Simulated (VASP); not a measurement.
# TiH4 (Fm-3m) in VASP: notebook, part 2 of 2

VASP 6.6.1.

### 3 Relaxation of cell and atoms, PBE

This run uses another cell than the first one, of 8.63 Å³/atom.

The input, INCAR:

```
PREC = Accurate
ENCUT = 600
EDIFF = 1E-6
ISMEAR = 0
SIGMA = 0.1
LREAL = False
LASPH = True
NELM = 100
ALGO = Normal
ISIF = 3
LWAVE = False
LCHARG = False
GGA = PE
IBRION = 2
NSW = 100
EDIFFG = -0.01
```

The input, KPOINTS:

```
regular mesh
0
Gamma
  10 10 10
```

The input, POSCAR:

```
TiH4
1.0
    0.0000000000      3.5070116945      3.5070116945
    3.5070116945      0.0000000000      3.5070116945
    3.5070116945      3.5070116945      0.0000000000
Ti H
2 8
Direct
    0.2500000000      0.2500000000      0.2500000000
    0.7500000000      0.7500000000      0.7500000000
    0.6049028294      0.6049028294      0.6049028294
    0.6049028294      0.6049028294      0.1852915117
    0.6049028294      0.1852915117      0.6049028294
    0.1852915117      0.6049028294      0.6049028294
    0.3950971706      0.3950971706      0.8147084883
    0.3950971706      0.3950971706      0.3950971706
    0.3950971706      0.8147084883      0.3950971706
    0.8147084883      0.3950971706      0.3950971706
```

Potentials or basis: VASP PAW PBE potentials, release 64 (Ti_sv, H).

Started as:

```console
$ cat potpaw_PBE.64/Ti_sv/POTCAR potpaw_PBE.64/H/POTCAR > POTCAR
$ mpirun -np 1 vasp_std > vasp.out
```

OUTCAR:

```text
PREC = Accurate
   ENCUT = 600
   EDIFF = 1E-6
   ISMEAR = 0
   LREAL = False
   LASPH = True
   NELM = 100
   ISIF = 3
   GGA = PE
   IBRION = 2
   NSW = 100
   EDIFFG = -0.01

 ion  position               nearest neighbor table
   1  0.250  0.250  0.250-   7 1.76   9 1.76  10 1.76   8 1.76
   2  0.750  0.750  0.750-   4 1.76   5 1.76   6 1.76   3 1.76
   3  0.605  0.605  0.605-   2 1.76
   4  0.605  0.605  0.185-   2 1.76
   5  0.605  0.185  0.605-   2 1.76
   6  0.185  0.605  0.605-   2 1.76
   7  0.395  0.395  0.815-   1 1.76
   8  0.395  0.395  0.395-   1 1.76
   9  0.395  0.815  0.395-   1 1.76
  10  0.815  0.395  0.395-   1 1.76

  LATTYP: Found a face centered cubic cell.
 ALAT       =     7.0140233890

  Lattice vectors:

 A1 = (   0.0000000000,   3.5070116945,   3.5070116945)
 A2 = (   3.5070116945,   0.0000000000,   3.5070116945)
 A3 = (   3.5070116945,   3.5070116945,   0.0000000000)

Analysis of symmetry for initial positions (statically):
=====================================================================
 Subroutine PRICEL returns:
 Original cell was already a primitive cell.

 Routine SETGRP: Setting up the symmetry group for a
 face centered cubic supercell.

 Subroutine GETGRP returns: Found 48 space group operations
 (whereof 48 operations were pure point group operations)
 out of a pool of 48 trial point group operations.

The static configuration has the point symmetry O_h .

Analysis of symmetry for dynamics (positions and initial velocities):
=====================================================================
 Subroutine PRICEL returns:
 Original cell was already a primitive cell.

 Routine SETGRP: Setting up the symmetry group for a
 face centered cubic supercell.

 Subroutine GETGRP returns: Found 48 space group operations
 (whereof 48 operations were pure point group operations)
 out of a pool of 48 trial point group operations.

The dynamic configuration has the point symmetry O_h .

 Subroutine INISYM returns: Found 48 space group operations
 (whereof 48 operations are pure point group operations),
 and found     1 'primitive' translations

----------------------------------------------------------------------------------------

                                     Primitive cell

  volume of cell :      86.2664

  direct lattice vectors                    reciprocal lattice vectors
     0.000000000  3.507011695  3.507011695    -0.142571523  0.142571523  0.142571523
     3.507011695  0.000000000  3.507011695     0.142571523 -0.142571523  0.142571523
     3.507011695  3.507011695  0.000000000     0.142571523  0.142571523 -0.142571523

  length of vectors
     4.959663502  4.959663502  4.959663502     0.246941122  0.246941122  0.246941122

  position of ions in fractional coordinates (direct lattice)
     0.250000000  0.250000000  0.250000000
     0.750000000  0.750000000  0.750000000
[... 145 lines left out ...]

  FORCE on cell =-STRESS in cart. coord.  units (eV):
  Direction    XX          YY          ZZ          XY          YZ          ZX
  --------------------------------------------------------------------------------------
  -------------------------------------------------------------------------------------
  Total        0.1068506      0.1068506      0.1068506      0.0000000     -0.0000000      0.0000000
  in kB        1.9844761      1.9844761      1.9844761      0.0000000     -0.0000000      0.0000000
  external PRESSURE =       1.9844761 kB  Pullay stress =       0.0000000 kB

 VOLUME and BASIS-vectors are now :
 -----------------------------------------------------------------------------
  energy-cutoff  :      600.00
  volume of cell :       86.27
      direct lattice vectors                 reciprocal lattice vectors
     0.000000000  3.507011695  3.507011695    -0.142571523  0.142571523  0.142571523
     3.507011695  0.000000000  3.507011695     0.142571523 -0.142571523  0.142571523
     3.507011695  3.507011695  0.000000000     0.142571523  0.142571523 -0.142571523

 POSITION                                       TOTAL-FORCE (eV/Angst)
 -----------------------------------------------------------------------------------
      1.75351      1.75351      1.75351         0.000000     -0.000000      0.000000
      5.26052      5.26052      5.26052         0.000000     -0.000000      0.000000
      4.24280      4.24280      4.24280        -0.003503     -0.003503     -0.003503
      2.77122      2.77122      4.24280         0.003503      0.003503     -0.003503
      2.77122      4.24280      2.77122         0.003503     -0.003503      0.003503
      4.24280      2.77122      2.77122        -0.003503      0.003503      0.003503
      4.24280      4.24280      2.77122        -0.003503     -0.003503      0.003503
      2.77122      2.77122      2.77122         0.003503      0.003503      0.003503
      4.24280      2.77122      4.24280        -0.003503      0.003503     -0.003503
      2.77122      4.24280      4.24280         0.003503     -0.003503     -0.003503
 -----------------------------------------------------------------------------------
    total drift:                                0.000000     -0.000000      0.000000

  FREE ENERGIE OF THE ION-ELECTRON SYSTEM (eV)
  ---------------------------------------------------
  free  energy   TOTEN  =       -35.5828149392 eV

  energy  without entropy=      -35.5540888837  energy(sigma->0) =      -35.56845191

--------------------------------------- Ionic step        2  -------------------------------------------

 number of electron      31.9999995 magnetization

 Free energy of the ion-electron system (eV)
  ---------------------------------------------------
  ext. energy  EPLUGINS =         0.00000000
  ---------------------------------------------------
  free energy    TOTEN  =       -35.58292636 eV

  energy without entropy =      -35.55412340  energy(sigma->0) =      -35.56852488

 E-fermi :   2.5749     XC(G=0):  -9.1231

 val. band max:        2.5667249580   @ k =  -0.4000   0.1000   0.0000
 cond. band min:       2.6086574347   @ k =  -0.3000   0.1000   0.0000
 fundamental gap:      0.0419324767
 Fermi energy:         2.5749119710

 k-point     1 :       0.0000    0.0000    0.0000
  band No.  band energies     occupation
      1     -54.3932      2.00000
      2     -54.3824      2.00000
      3     -30.6825      2.00000
      4     -30.6825      2.00000
      5     -30.6825      2.00000
      6     -30.6406      2.00000
[... 589 lines left out ...]
     21       4.4925      0.00000
     22       4.8481      0.00000

 [... further k-points ...]

------------------------ aborting loop because EDIFF is reached ----------------------------------------

  FORCE on cell =-STRESS in cart. coord.  units (eV):
  Direction    XX          YY          ZZ          XY          YZ          ZX
  --------------------------------------------------------------------------------------
  -------------------------------------------------------------------------------------
  Total        0.0437009      0.0437009      0.0437009      0.0000000      0.0000000      0.0000000
  in kB        0.8103776      0.8103776      0.8103776      0.0000000      0.0000000      0.0000000
  external PRESSURE =       0.8103776 kB  Pullay stress =       0.0000000 kB

 VOLUME and BASIS-vectors are now :
 -----------------------------------------------------------------------------
  energy-cutoff  :      600.00
  volume of cell :       86.40
      direct lattice vectors                 reciprocal lattice vectors
     0.000000000  3.508819473  3.508819473    -0.142498069  0.142498069  0.142498069
     3.508819473 -0.000000000  3.508819473     0.142498069 -0.142498069  0.142498069
     3.508819473  3.508819473 -0.000000000     0.142498069  0.142498069 -0.142498069

 POSITION                                       TOTAL-FORCE (eV/Angst)
 -----------------------------------------------------------------------------------
      1.75441      1.75441      1.75441        -0.000000     -0.000000     -0.000000
      5.26323      5.26323      5.26323        -0.000000     -0.000000     -0.000000
      4.24482      4.24482      4.24482         0.001306      0.001306      0.001306
      2.77282      2.77282      4.24482        -0.001306     -0.001306      0.001306
      2.77282      4.24482      2.77282        -0.001306      0.001306     -0.001306
      4.24482      2.77282      2.77282         0.001306     -0.001306     -0.001306
      4.24482      4.24482      2.77282         0.001306      0.001306     -0.001306
      2.77282      2.77282      2.77282        -0.001306     -0.001306     -0.001306
      4.24482      2.77282      4.24482         0.001306     -0.001306      0.001306
      2.77282      4.24482      4.24482        -0.001306      0.001306      0.001306
 -----------------------------------------------------------------------------------
    total drift:                                0.000000     -0.000000      0.000000

  FREE ENERGIE OF THE ION-ELECTRON SYSTEM (eV)
  ---------------------------------------------------
  free  energy   TOTEN  =       -35.5829263595 eV

  energy  without entropy=      -35.5541234047  energy(sigma->0) =      -35.56852488

 reached required accuracy - stopping structural energy minimisation
```

Run time: 6.7 min. Hardware: 1 thread of Intel Xeon 8259CL, shared host; peak memory 0.29 GiB.

What came out:

```yaml
Free_energy: -35.5829 eV
Relaxed_volume: 8.64 Å³/atom
Relaxed_cell: a = 4.962 Å, b = 4.962 Å, c = 4.962 Å, α = 60.00°, β = 60.00°, γ = 60.00°
Space_group_after_relaxing_to_0.1_Å: Fm-3m (No. 225)
Energy_gained_by_relaxing: 0.0 meV/atom
Ionic_steps: 2
Pressure_after_relaxing: 0.1 GPa
Band_gap_on_the_k_mesh: zero (bands 16 and 17 overlap by 0.33 eV)
```

Forces in eV/Å, atoms in the order of the input:
```
Ti   0.000  0.000  0.000
Ti   0.000  0.000  0.000
H    0.001  0.001  0.001
H   -0.001 -0.001  0.001
H   -0.001  0.001 -0.001
H    0.001 -0.001 -0.001
H    0.001  0.001 -0.001
H   -0.001 -0.001 -0.001
H    0.001 -0.001  0.001
H   -0.001  0.001  0.001
```

Step by step:
```tsv
step	energy change (eV)	largest force (eV/Å)	pressure (GPa)	volume (Å³)
1	0.0000	0.0061	0.20	86.27
2	-0.0001	0.0023	0.08	86.40
```

Final structure:
```yaml
crystal:
  lattice:
    - [0.00000, 3.50882, 3.50882]
    - [3.50882, 0.00000, 3.50882]
    - [3.50882, 3.50882, 0.00000]
  atoms:
    - { symbol: Ti, position: [0.25000, 0.25000, 0.25000] }
    - { symbol: Ti, position: [0.75000, 0.75000, 0.75000] }
    - { symbol: H, position: [0.60488, 0.60488, 0.60488] }
    - { symbol: H, position: [0.60488, 0.60488, 0.18536] }
    - { symbol: H, position: [0.60488, 0.18536, 0.60488] }
    - { symbol: H, position: [0.18536, 0.60488, 0.60488] }
    - { symbol: H, position: [0.39512, 0.39512, 0.81464] }
    - { symbol: H, position: [0.39512, 0.39512, 0.39512] }
    - { symbol: H, position: [0.39512, 0.81464, 0.39512] }
    - { symbol: H, position: [0.81464, 0.39512, 0.39512] }
```

The gap in the log of VASP goes by the Fermi energy; the results here count the filled bands.